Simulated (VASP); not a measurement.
# Na (P1) in VASP: single point with PBE+D3(BJ)

Aim: the single point of Na with PBE+D3(BJ).

Everything below comes from runs of VASP 6.6.1. Logs are shortened: lines on timing, memory, paths and dates and some standing lists are left out, and cuts for length are marked.

## (1) The cell of the first run

The typed cell holds 16 atoms: a = 8.599 Å, b = 8.599 Å, c = 8.599 Å, α = 90.00°, β = 90.00°, γ = 90.00°.

## (2) Single point, PBE+D3(BJ)

INCAR reads:

```
SYSTEM = Na
PREC = Accurate ; ENCUT = 520
EDIFF = 1E-6 ; ISMEAR = -1
SIGMA = 0.002 ; LREAL = Auto
LASPH = .TRUE. ; NELM = 100
ALGO = Normal ; ISIF = 2
LWAVE = .FALSE. ; LCHARG = .TRUE.
GGA = PE ; IVDW = 12
LELF = .TRUE. ; LVHAR = .TRUE.
NBANDS = 70
```

KPOINTS reads:

```
regular mesh
0
G
  2 2 2
  0 0 0
```

POSCAR reads:

```
Na
1.0
    8.5987130000      0.0000000000      0.0000000000
    0.0000000000      8.5987130000      0.0000000000
    0.0000000000      0.0000000000      8.5987130000
Na
16
Direct
    0.0152929863     -0.0081756421     -0.0043960067
    0.4901896365      0.0006512603     -0.0068149734
   -0.0099084596      0.5088435909      0.0133857241
   -0.0022910405      0.0087222355      0.4916898610
    0.2568989103      0.2496303807      0.2660165539
    0.4868635574      0.5044126952     -0.0225615159
    0.4991328353      0.0027678561      0.5173448631
    0.7347029724      0.2620275848      0.2520958660
    0.0163978028      0.4977721666      0.5124255223
    0.2596435071      0.7396339429      0.2234171556
    0.2626206968      0.2558871310      0.7555665598
    0.4956672004      0.4966440908      0.4981792043
    0.7427041698      0.7459488414      0.2756459019
    0.7488911422      0.2497466772      0.7346331945
    0.2585968389      0.7353426030      0.7475769920
    0.7359008261      0.7452278033      0.7479026222
```

Potentials or basis: VASP PAW PBE potentials, release 64 (Na_pv).

The run is started by

```sh
$ cat potpaw_PBE.64/Na_pv/POTCAR > POTCAR
$ mpirun -np 1 vasp_std > vasp.out
```

OUTCAR:

```text
SYSTEM = Na
   PREC = Accurate
   ENCUT = 520
   EDIFF = 1E-6
   ISMEAR = -1
   LREAL = Auto
   LASPH = .TRUE.
   NELM = 100
   ISIF = 2
   GGA = PE
   IVDW = 12
 IVDW          = 12

 ion  position               nearest neighbor table
   1  0.015  0.992  0.996-
   2  0.490  0.001  0.993-
   3  0.990  0.509  0.013-
   4  0.998  0.009  0.492-
   5  0.257  0.250  0.266-
   6  0.487  0.504  0.977-
[... 8 lines left out ...]
  15  0.259  0.735  0.748-
  16  0.736  0.745  0.748-

  LATTYP: Found a simple cubic cell.
 ALAT       =     8.5987130000

  Lattice vectors:

 A1 = (   8.5987130000,   0.0000000000,   0.0000000000)
 A2 = (   0.0000000000,   8.5987130000,   0.0000000000)
 A3 = (   0.0000000000,   0.0000000000,   8.5987130000)

Analysis of symmetry for initial positions (statically):
=====================================================================
 Subroutine PRICEL returns:
 Original cell was already a primitive cell.

 Routine SETGRP: Setting up the symmetry group for a
 simple cubic supercell.

 Subroutine GETGRP returns: Found  1 space group operations
 (whereof  1 operations were pure point group operations)
 out of a pool of 48 trial point group operations.

The static configuration has the point symmetry C_1 .

Analysis of symmetry for dynamics (positions and initial velocities):
=====================================================================
 Subroutine PRICEL returns:
 Original cell was already a primitive cell.

 Routine SETGRP: Setting up the symmetry group for a
 simple cubic supercell.

 Subroutine GETGRP returns: Found  1 space group operations
 (whereof  1 operations were pure point group operations)
 out of a pool of 48 trial point group operations.

The dynamic configuration has the point symmetry C_1 .

 Subroutine INISYM returns: Found  1 space group operations
 (whereof  1 operations are pure point group operations),
 and found     1 'primitive' translations

----------------------------------------------------------------------------------------

                                     Primitive cell

  volume of cell :     635.7705

  direct lattice vectors                    reciprocal lattice vectors
     8.598713000  0.000000000  0.000000000     0.116296474  0.000000000  0.000000000
[... 98 lines left out ...]
   LREAL  =      T    real-space projection
   EDIFFG = 0.1E-04   stopping-criterion for IOM
   NSW    =      0    number of steps for IOM
   IBRION =     -1    ionic relax: 0-MD 1-quasi-New 2-CG
   NFREE  =      0    steps in history (QN), initial steepest desc. (CG)
   ISIF   =      2    stress and relaxation
   ISYM   =      2    0-nonsym 1-usesym 2-fastsym
   POTIM  = 0.5000    time-step for ionic-motion
   TEBEG  =    0.0;   TEEND  =   0.0 temperature during run
   PSTRESS=    0.0 pullay stress
   NELECT =     112.0000    total number of electrons
   NUPDOWN=      -1.0000    fix difference up-down
   EMIN   =  10.00;   EMAX   =-10.00  energy-range for DOS
   EFERMI =   0.00;   METHOD = LEGACY
   ISMEAR =    -1;   SIGMA  =   0.00  broadening in eV -4-tet -1-fermi 0-gaus
   EFERMI_NEDOS =   21; number of points for ismear=-14 and -15
   IALGO  =     38    algorithm
   IMIX   =      4    mixing-type and parameters
     AMIX     =   0.40;   BMIX     =  1.00
     AMIX_MAG =   1.60;   BMIX_MAG =  1.00
  volume/ion in A,a.u.               =      39.74       268.15
  Fermi-wavevector in a.u.,A,eV,Ry     =   0.917728  1.734255 11.459166  0.842225
  Thomas-Fermi vector in A             =   2.042730
   LORBIT       =      0    0 simple, 1 ext, 2 COOP (PROOUT), +10 PAW based schemes
   GGA     = PE    functional components
   LHFCALC =     F    Hartree Fock is set to
   AEXX    =    0.0000 exact exchange contribution
   IVDW    =    12    specifies the selected vdW correction
   LEPSILON=     F    determine dielectric tensor
   LRPA    =     F    only Hartree local field effects (RPA)
 non-spin polarized calculation
  energy-cutoff  :      520.00
  volume of cell :      635.77
 maximum number of plane-waves:     17256
 NGX is ok and might be reduce to    64
   NGX = 31   NGY = 31   NGZ = 31

 number of electron     111.9999963 magnetization

 Free energy of the ion-electron system (eV)
  ---------------------------------------------------
  ext. energy  EPLUGINS =         0.00000000
  ---------------------------------------------------
  free energy    TOTEN  =       -20.40729926 eV

  energy without entropy =      -20.40542332  energy(sigma->0) =      -20.40636129

 E-fermi :   0.0516     XC(G=0):  -6.3188

 val. band max:        0.0502975654   @ k =   0.0000   0.5000   0.5000
 cond. band min:       0.0524433250   @ k =   0.5000   0.0000   0.5000
 fundamental gap:      0.0021457596
 Fermi energy:         0.0515958273

 k-point     1 :       0.0000    0.0000    0.0000
  band No.  band energies     occupation
      1     -24.9781      2.00000
      2     -24.9764      2.00000
      3     -24.9732      2.00000
      4     -24.9668      2.00000
      5     -24.9656      2.00000
      6     -24.9618      2.00000
[... 557 lines left out ...]
     67       2.3222      0.00000
     68       2.3435      0.00000
 [bands above 68 left out]

------------------------ aborting loop because EDIFF is reached ----------------------------------------

 Edisp (eV)   -2.30656

 E8    (eV) :    -1.1306

  FORCE on cell =-STRESS in cart. coord.  units (eV):
  Direction    XX          YY          ZZ          XY          YZ          ZX
  --------------------------------------------------------------------------------------
  -------------------------------------------------------------------------------------
  Total      -3.44836    -3.57277    -3.92146     0.03643     0.13472     0.29157
  in kB      -8.69006    -9.00357    -9.88230     0.09181     0.33950     0.73479
  external pressure =       -9.19 kB  Pullay stress =        0.00 kB

 VOLUME and BASIS-vectors are now :
 -----------------------------------------------------------------------------
  energy-cutoff  :      520.00
  volume of cell :      635.77
      direct lattice vectors                 reciprocal lattice vectors
     8.598713000  0.000000000  0.000000000     0.116296474  0.000000000  0.000000000
     0.000000000  8.598713000  0.000000000     0.000000000  0.116296474  0.000000000
     0.000000000  0.000000000  8.598713000     0.000000000  0.000000000  0.116296474

 POSITION                                       TOTAL-FORCE (eV/Angst)
 -----------------------------------------------------------------------------------
      0.13150      8.52841      8.56091        -0.062432      0.027719     -0.007927
      4.21500      0.00560      8.54011         0.040790     -0.011409     -0.013941
      8.51351      4.37540      0.11510         0.054091     -0.039892     -0.077203
      8.57901      0.07500      4.22790         0.043789     -0.029138      0.052358
      2.20900      2.14650      2.28740         0.014456      0.048038     -0.074175
      4.18640      4.33730      8.40471         0.060955     -0.037895      0.077265
[... 8 lines left out ...]
      2.22360      6.32300      6.42820        -0.009650      0.053139     -0.009381
      6.32780      6.40800      6.43100         0.035878     -0.010097     -0.005025
 -----------------------------------------------------------------------------------
    total drift:                               -0.000476     -0.001218     -0.001062

  FREE ENERGIE OF THE ION-ELECTRON SYSTEM (eV)
  ---------------------------------------------------
  free  energy   TOTEN  =       -22.7138544314 eV

  energy  without entropy=      -22.7119784988  energy(sigma->0) =      -22.71291647
```

It took 7.4 min on 1 thread of Intel Xeon 6975P-C (Granite Rapids), shared host; peak memory 0.61 GiB.

Results:

```yaml
Free_energy: -22.7139 eV
Pressure: -0.9 GPa
Largest_force: 0.141 eV/Å
Band_gap_on_the_k_mesh: zero (bands 56 and 57 overlap by 1.26 eV)
Dispersion_energy_per_atom: -0.144 eV
```

Forces in eV/Å, atoms in the order of the input:
```
Na  -0.062  0.028 -0.008
Na   0.041 -0.011 -0.014
Na   0.054 -0.040 -0.077
Na   0.044 -0.029  0.052
Na   0.014  0.048 -0.074
Na   0.061 -0.038  0.077
Na  -0.045  0.000 -0.045
Na   0.011 -0.029  0.043
Na  -0.046 -0.007 -0.047
Na   0.029 -0.009  0.137
Na  -0.043  0.003 -0.036
Na  -0.023 -0.002  0.056
Na  -0.028 -0.004 -0.089
Na  -0.032  0.049  0.039
Na  -0.010  0.053 -0.009
Na   0.036 -0.010 -0.005
```

Levels at points of the mesh, in eV from the Fermi level:
```
           k point  band 52  band 53  band 54  band 55  band 56  band 57  band 58  band 59
(0.00, 0.00, 0.00)    -0.99    -0.98    -0.95    -0.92     0.82     0.83     0.83     0.83
(0.50, 0.00, 0.00)    -0.51    -0.51    -0.49    -0.48    -0.46    -0.43    -0.41     1.27
(0.00, 0.50, 0.00)    -0.53    -0.50    -0.48    -0.48    -0.46    -0.44    -0.39     1.28
(0.00, 0.00, 0.50)    -0.51    -0.50    -0.49    -0.49    -0.46    -0.44    -0.43     1.28
(0.50, 0.50, 0.00)    -1.98    -0.01     0.00     0.00     0.01     0.02     0.03     0.05
(0.00, 0.50, 0.50)    -1.97    -0.01     0.00     0.00     0.00     0.02     0.03     0.05
(0.50, 0.00, 0.50)    -1.96    -0.04    -0.02     0.00     0.01     0.01     0.03     0.06
(0.50, 0.50, 0.50)    -1.50    -1.49    -1.47    -1.45    -1.41     2.14     2.17     2.18
```

Caveat: the k points lie up to 0.37 Å⁻¹ apart, too coarse for converged energies and pressures of a metal.
